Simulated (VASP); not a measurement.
# As (R-3m) in VASP: relaxation of cell and atoms with PBE

Aim: the relaxation of cell and atoms of As with PBE.

All numbers are computed with VASP 6.6.1; they aren't measurements. Logs are shortened: lines on timing, memory, paths and dates and some standing lists are left out, and cuts for length are marked.

**1. The cell of the first run**

It takes space group R-3m (No. 166, trigonal). The conventional cell has a = 3.724 Å, b = 3.724 Å, c = 9.606 Å, α = 90.00°, β = 90.00°, γ = 120.00°. As (site symmetry 3m) has 6 As at 2.51 to 2.87 Å within 3.3 Å.

**2. Relaxation of cell and atoms, PBE, target pressure 9.3 GPa, at which the enthalpy is minimised**

File INCAR:

```
SYSTEM = As
PREC     = Accurate       ! precision mode
ENCUT    = 600            ! plane-wave cutoff, eV
EDIFF    = 1E-6           ! SCF threshold, eV
ISMEAR   = -1             ! smearing method
SIGMA    = 0.08           ! smearing width, eV
LREAL    = .False.        ! projectors in reciprocal space
LASPH    = .True.         ! aspherical terms in the spheres
NELM     = 60             ! most SCF steps
ALGO     = Normal         ! electronic algorithm
ISIF     = 3              ! what is computed and relaxed
LWAVE    = .False.        ! write WAVECAR
LCHARG   = .False.        ! write CHGCAR
GGA      = PE             ! functional
IBRION   = 2              ! ionic algorithm
NSW      = 32             ! ionic steps
EDIFFG   = -0.005         ! ionic threshold
PSTRESS  = 93.0
```

File KPOINTS:

```
Automatic mesh
0
Gamma
  13 13 13
  0 0 0
```

File POSCAR:

```
As
1.0
    1.8618634550     -1.0749473669      3.2021053508
    0.0000000000      2.1498947338      3.2021053508
   -1.8618634550     -1.0749473669      3.2021053508
As
2
Direct
    0.2342070943      0.2342070943      0.2342070943
   -0.2342070943     -0.2342070943     -0.2342070943
```

Potentials or basis: VASP PAW PBE potentials, release 64 (As).

The run is started by

```console
cat potpaw_PBE.64/As/POTCAR > POTCAR
mpirun -np 1 vasp_std > vasp.out
```

OUTCAR:

```text
SYSTEM = As
   PREC = Accurate
   ENCUT = 600
   EDIFF = 1E-6
   ISMEAR = -1
   LREAL = .False.
   LASPH = .True.
   NELM = 60
   ISIF = 3
   GGA = PE
   IBRION = 2
   NSW = 32
   EDIFFG = -0.005
   PSTRESS = 93.0

 ion  position               nearest neighbor table
   1  0.234  0.234  0.234-   2 2.51   2 2.51   2 2.51   2 2.87   2 2.87   2 2.87
   2  0.766  0.766  0.766-   1 2.51   1 2.51   1 2.51   1 2.87   1 2.87   1 2.87

  LATTYP: Found a trigonal (rhomboedric) cell.
 ALAT       =     3.8568803513
 COS(alpha) =     0.5339276723

  Lattice vectors:

 A1 = (   1.8618634550,  -1.0749473669,   3.2021053508)
 A2 = (   0.0000000000,   2.1498947338,   3.2021053508)
 A3 = (  -1.8618634550,  -1.0749473669,   3.2021053508)

Analysis of symmetry for initial positions (statically):
=====================================================================
 Subroutine PRICEL returns:
 Original cell was already a primitive cell.

 Routine SETGRP: Setting up the symmetry group for a
 trigonal (rhombohedral) supercell.

 Subroutine GETGRP returns: Found 12 space group operations
 (whereof 12 operations were pure point group operations)
 out of a pool of 12 trial point group operations.

The static configuration has the point symmetry D_3d.

Analysis of symmetry for dynamics (positions and initial velocities):
=====================================================================
 Subroutine PRICEL returns:
 Original cell was already a primitive cell.

 Routine SETGRP: Setting up the symmetry group for a
 trigonal (rhombohedral) supercell.

 Subroutine GETGRP returns: Found 12 space group operations
 (whereof 12 operations were pure point group operations)
 out of a pool of 12 trial point group operations.

The dynamic configuration has the point symmetry D_3d.

 Subroutine INISYM returns: Found 12 space group operations
 (whereof 12 operations are pure point group operations),
 and found     1 'primitive' translations

----------------------------------------------------------------------------------------

                                     Primitive cell

  volume of cell :      38.4523

  direct lattice vectors                    reciprocal lattice vectors
     1.861863455 -1.074947367  3.202105351     0.268548157 -0.155046351  0.104098178
     0.000000000  2.149894734  3.202105351     0.000000000  0.310092702  0.104098178
    -1.861863455 -1.074947367  3.202105351    -0.268548157 -0.155046351  0.104098178

  length of vectors
     3.856880351  3.856880351  3.856880351     0.327099242  0.327099242  0.327099242

  position of ions in fractional coordinates (direct lattice)
     0.234207094  0.234207094  0.234207094
     0.765792906  0.765792906  0.765792906

  ion indices of the primitive-cell ions
   primitive index   ion index
                 1           1
                 2           2

----------------------------------------------------------------------------------------

 KPOINTS: Automatic mesh

Automatic generation of k-mesh.
 Grid dimensions read from file:
 generate k-points for:   13   13   13

 Generating k-lattice:

  Cartesian coordinates                     Fractional coordinates (reciprocal lattice)
     0.020657551 -0.011926642  0.008007552     0.076923077 -0.000000000 -0.000000000
     0.000000000  0.023853285  0.008007552    -0.000000000  0.076923077 -0.000000000
    -0.020657551 -0.011926642  0.008007552    -0.000000000 -0.000000000  0.076923077

  Length of vectors
     0.025161480  0.025161480  0.025161480

  Shift w.r.t. Gamma in fractional coordinates (k-lattice)
     0.000000000  0.000000000  0.000000000

 Subroutine IBZKPT returns following result:
 ===========================================

 Found    231 irreducible k-points:

 Following reciprocal coordinates:
            Coordinates               Weight
  0.000000  0.000000  0.000000      1.000000
  0.076923 -0.000000 -0.000000      6.000000
  0.153846 -0.000000 -0.000000      6.000000
  0.230769  0.000000 -0.000000      6.000000
  0.307692 -0.000000 -0.000000      6.000000
  0.384615  0.000000 -0.000000      6.000000
[... 16 lines left out ...]
  0.384615  0.153846 -0.000000     12.000000
  0.461538  0.153846 -0.000000     12.000000
 [... further k-points ...]
   k-points           NKPTS =    231   k-points in BZ     NKDIM =    231   number of bands    NBANDS=      9
   number of dos      NEDOS =    301   number of ions     NIONS =      2
   total plane-waves  NPLWV =  32768
   dimension x,y,z NGX =    32 NGY =   32 NGZ =   32
   dimension x,y,z NGXF=    64 NGYF=   64 NGZF=   64
   ions per type =               2
   NGX,Y,Z   is equivalent  to a cutoff of  13.79, 13.79, 13.79 a.u.
   NGXF,Y,Z  is equivalent  to a cutoff of  27.59, 27.59, 27.59 a.u.
 SYSTEM =  As
   PREC   = accura    normal or accurate (medium, high low for compatibility)
   ISTART =      0    job   : 0-new  1-cont  2-samecut
   ICHARG =      2    charge: 1-file 2-atom 10-const
   ISPIN  =      1    spin polarized calculation?
   LNONCOLLINEAR =      F non collinear calculations
   LSORBIT =      F    spin-orbit coupling
   LASPH  =      T    aspherical Exc in radial PAW
   ENCUT  =  600.0 eV  44.10 Ry    6.64 a.u.   7.70  7.70  7.70*2*pi/ulx,y,z
   NELM   =     60;   NELMIN=  2; NELMDL= -5     # of ELM steps
   EDIFF  = 0.1E-05   stopping-criterion for ELM
   LREAL  =      F    real-space projection
   EDIFFG = -.5E-02   stopping-criterion for IOM
   NSW    =     32    number of steps for IOM
   IBRION =      2    ionic relax: 0-MD 1-quasi-New 2-CG
   NFREE  =      1    steps in history (QN), initial steepest desc. (CG)
   ISIF   =      3    stress and relaxation
   ISYM   =      2    0-nonsym 1-usesym 2-fastsym
   POTIM  = 0.5000    time-step for ionic-motion
   TEBEG  =    0.0;   TEEND  =   0.0 temperature during run
   PSTRESS=   93.0 pullay stress
   NELECT =      10.0000    total number of electrons
   NUPDOWN=      -1.0000    fix difference up-down
   EMIN   =  10.00;   EMAX   =-10.00  energy-range for DOS
   EFERMI =   0.00;   METHOD = LEGACY
   ISMEAR =    -1;   SIGMA  =   0.08  broadening in eV -4-tet -1-fermi 0-gaus
   EFERMI_NEDOS =   21; number of points for ismear=-14 and -15
   IALGO  =     38    algorithm
   IMIX   =      4    mixing-type and parameters
     AMIX     =   0.40;   BMIX     =  1.00
     AMIX_MAG =   1.60;   BMIX_MAG =  1.00
  volume/ion in A,a.u.               =      19.23       129.74
  Fermi-wavevector in a.u.,A,eV,Ry     =   1.044963  1.974694 14.856847  1.091947
  Thomas-Fermi vector in A             =   2.179738
   LORBIT       =      0    0 simple, 1 ext, 2 COOP (PROOUT), +10 PAW based schemes
   GGA     = PE    functional components
   LHFCALC =     F    Hartree Fock is set to
   AEXX    =    0.0000 exact exchange contribution
   IVDW    =     0    specifies the selected vdW correction
   LEPSILON=     F    determine dielectric tensor
   LRPA    =     F    only Hartree local field effects (RPA)
 conjugate gradient relaxation of ions
 non-spin polarized calculation
  energy-cutoff  :      600.00
  volume of cell :       38.45
 maximum number of plane-waves:      1301
   NGX = 15   NGY = 15   NGZ = 15

--------------------------------------- Ionic step        1  -------------------------------------------

 number of electron      10.0000000 magnetization

 number of electron       9.9999999 magnetization

 Free energy of the ion-electron system (eV)
  ---------------------------------------------------
  ext. energy  EPLUGINS =         0.00000000
  ---------------------------------------------------
  free energy    TOTEN  =        -9.18252492 eV

  energy without entropy =       -9.17750854  energy(sigma->0) =       -9.18001673

------------------------ aborting loop because EDIFF is reached ----------------------------------------

  FORCE on cell =-STRESS in cart. coord.  units (eV):
  Direction    XX          YY          ZZ          XY          YZ          ZX
  --------------------------------------------------------------------------------------
  -------------------------------------------------------------------------------------
  Total        2.3394292      2.3394292      2.3075171      0.0000000     -0.0000000      0.0000000
  in kB       97.4762012     97.4762012     96.1465317      0.0000000     -0.0000000      0.0000000
  external PRESSURE =       4.0329780 kB  Pullay stress =      93.0000000 kB

 VOLUME and BASIS-vectors are now :
 -----------------------------------------------------------------------------
  energy-cutoff  :      600.00
  volume of cell :       38.45
      direct lattice vectors                 reciprocal lattice vectors
     1.861863455 -1.074947367  3.202105351     0.268548157 -0.155046351  0.104098178
     0.000000000  2.149894734  3.202105351     0.000000000  0.310092702  0.104098178
    -1.861863455 -1.074947367  3.202105351    -0.268548157 -0.155046351  0.104098178
[... 274 lines left out ...]
  FREE ENERGIE OF THE ION-ELECTRON SYSTEM (eV)
  ---------------------------------------------------
  free  energy   TOTEN  =        -9.1873440977 eV

  energy  without entropy=       -9.1821993006  energy(sigma->0) =       -9.18477170

  enthalpy is  TOTEN    =        -6.9507932424 eV   P V=        2.2365508553

--------------------------------------- Ionic step        9  -------------------------------------------

 number of electron       9.9999999 magnetization

 Free energy of the ion-electron system (eV)
  ---------------------------------------------------
  ext. energy  EPLUGINS =         0.00000000
  ---------------------------------------------------
  free energy    TOTEN  =        -9.18774398 eV

  energy without entropy =       -9.18261413  energy(sigma->0) =       -9.18517905

 E-fermi :   6.6441     XC(G=0): -10.5085

 val. band max:        6.6281225387   @ k =   0.4615   0.4615   0.4615
 cond. band min:       6.6508425708   @ k =   0.3846   0.1538   0.1538
 fundamental gap:      0.0227200320
 Fermi energy:         6.6440581713

 k-point     1 :       0.0000    0.0000    0.0000
  band No.  band energies     occupation
      1      -9.1002      2.00000
      2       1.6112      2.00000
      3       4.1998      2.00000
      4       4.4101      2.00000
      5       4.4101      2.00000
      6       9.3319      0.00000
      7      10.1380      0.00000
      8      10.1380      0.00000
      9      12.7668      0.00000

 k-point     2 :       0.0769   -0.0000   -0.0000
  band No.  band energies     occupation
      1      -9.0147      2.00000
      2       1.1233      2.00000
      3       4.2193      2.00000
      4       4.3853      2.00000
      5       4.6414      2.00000
      6       9.3043      0.00000
      7       9.9102      0.00000
      8       9.9322      0.00000
      9      12.4418      0.00000
[... 253 lines left out ...]
 k-point    24 :       0.4615    0.1538   -0.0000
  band No.  band energies     occupation
      1      -6.5285      2.00000
      2      -3.9667      2.00000
      3       2.4419      2.00000
      4       3.4132      2.00000
      5       4.3059      2.00000
      6       8.4914      0.00000
      7       8.8236      0.00000
      8       9.7107      0.00000
      9      13.1268      0.00000

 [... further k-points ...]

------------------------ aborting loop because EDIFF is reached ----------------------------------------

  FORCE on cell =-STRESS in cart. coord.  units (eV):
  Direction    XX          YY          ZZ          XY          YZ          ZX
  --------------------------------------------------------------------------------------
  -------------------------------------------------------------------------------------
  Total        2.2415502      2.2415502      2.2272153      0.0000000      0.0000000      0.0000000
  in kB       93.1911922     93.1911922     92.5952262      0.0000000      0.0000000      0.0000000
  external PRESSURE =      -0.0074631 kB  Pullay stress =      93.0000000 kB

 VOLUME and BASIS-vectors are now :
 -----------------------------------------------------------------------------
  energy-cutoff  :      600.00
  volume of cell :       38.54
      direct lattice vectors                 reciprocal lattice vectors
     1.864074341 -1.076223823  3.201600204     0.268229646 -0.154862458  0.104114603
     0.000000000  2.152447645  3.201600204     0.000000000  0.309724916  0.104114603
    -1.864074341 -1.076223823  3.201600204    -0.268229646 -0.154862458  0.104114603

 POSITION                                       TOTAL-FORCE (eV/Angst)
 -----------------------------------------------------------------------------------
      0.00000      0.00000      2.25261         0.000000      0.000000     -0.001578
      0.00000      0.00000      7.35219         0.000000      0.000000      0.001578
 -----------------------------------------------------------------------------------
    total drift:                                0.000000     -0.000000     -0.000000

  FREE ENERGIE OF THE ION-ELECTRON SYSTEM (eV)
  ---------------------------------------------------
  free  energy   TOTEN  =        -9.1877439801 eV

  energy  without entropy=       -9.1826141254  energy(sigma->0) =       -9.18517905

  enthalpy is  TOTEN    =        -6.9507925987 eV   P V=        2.2369513815

 reached required accuracy - stopping structural energy minimisation
```

It took 2.3 min on 1 thread of Intel Xeon 6975P-C, shared host; peak memory 0.26 GiB.

What came out:

* Free energy: -9.1877 eV
* Relaxed volume: 19.27 Å³/atom
* Relaxed cell: a = 3.858 Å, b = 3.858 Å, c = 3.858 Å, α = 57.79°, β = 57.79°, γ = 57.79°
* Space group after relaxing (to 0.05 Å): R-3m (No. 166)
* Energy change on relaxing (the enthalpy is what falls): -2.6 meV/atom
* Ionic steps: 9
* Pressure after relaxing: 9.3 GPa
* Band gap on the k mesh: zero (band 5 reaches 6.70 eV, above the bottom of band 6 at 6.56 eV)

The path:
| step | energy change (eV) | largest force (eV/Å) | pressure (GPa) | volume (Å³) |
| --- | --- | --- | --- | --- |
| 1 | 0.0000 | 0.0517 | 9.70 | 38.45 |
| 2 | -0.0156 | 0.0210 | 8.78 | 38.72 |
| 3 | -0.0076 | 0.0172 | 9.26 | 38.58 |
| 4 | -0.0078 | 0.0163 | 9.25 | 38.58 |
| 5 | -0.0081 | 0.0149 | 9.24 | 38.59 |
| 6 | -0.0069 | 0.0080 | 9.25 | 38.57 |
| 7 | -0.0046 | 0.0051 | 9.29 | 38.53 |
| 8 | -0.0048 | 0.0038 | 9.30 | 38.53 |
| 9 | -0.0052 | 0.0016 | 9.30 | 38.54 |

Final structure:
```xyz
2
Lattice="1.8641 -1.0762 3.2016 0.0000 2.1524 3.2016 -1.8641 -1.0762 3.2016" Properties=species:S:1:pos:R:3 pbc="T T T"
As    0.0000    0.0000    2.2526
As    0.0000    0.0000    7.3522
```

Levels at points of the mesh, in eV from the Fermi level:
```tsv
k point	band 2	band 3	band 4	band 5	band 6	band 7	band 8	band 9
(0.00, 0.00, 0.00)	-5.03	-2.44	-2.23	-2.23	2.69	3.49	3.49	6.12
```

Caveat: the cell is relaxed towards a set pressure, so the enthalpy falls and the energy may rise.
